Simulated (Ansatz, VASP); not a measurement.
**GaN in VASP and in Ansatz**

```
Ga N
1.0
     3.18000    0.00000    0.00000
    -1.59000    2.75396    0.00000
     0.00000    0.00000    5.16600
Ga N
2 2
Direct
  0.66667 0.33333 0.50000
  0.33333 0.66667 0.00000
  0.66667 0.33333 0.87500
  0.33333 0.66667 0.37500
```

Alike in both runs: task single point; functional r2SCAN-based global hybrid with a share of 0.15 of exact exchange; k mesh 6 × 6 × 3; occupations fermi-dirac, width 0.05 eV; no spin polarisation.

|  | VASP | Ansatz |
| --- | --- | --- |
| version | VASP 6.6.1 | Ansatz 0.2.0 |
| potentials or method | VASP PAW PBE potentials, release 64 (Ga_d, N) | Ansatz PAW |
| plane-wave cutoff (eV) | 520 | 500 |
| valence electrons in the cell | 36 | 36 |

```csv
,VASP,Ansatz,Ansatz less VASP
gap on the k mesh at the Fermi level (eV),3.49,3.47,-0.014
least direct gap on the mesh (eV),3.49,3.47,-0.014
pressure (GPa),-0.2,-1.2,-0.96
"traceless stress, the component that is largest in VASP (GPa)",1.15,1.18,+0.029
rms of the force components (eV/Å),0.085,0.088,+0.0027
```

VASP's potentials were made for PBE, not for r2SCAN-based global hybrid. Atom by atom the forces differ by 0.003 eV/Å (rms over components).

Noted on Ansatz's run: odd divisions of the mesh miss points on the zone boundary, where band edges often lie, so the gap on the mesh can be too wide.
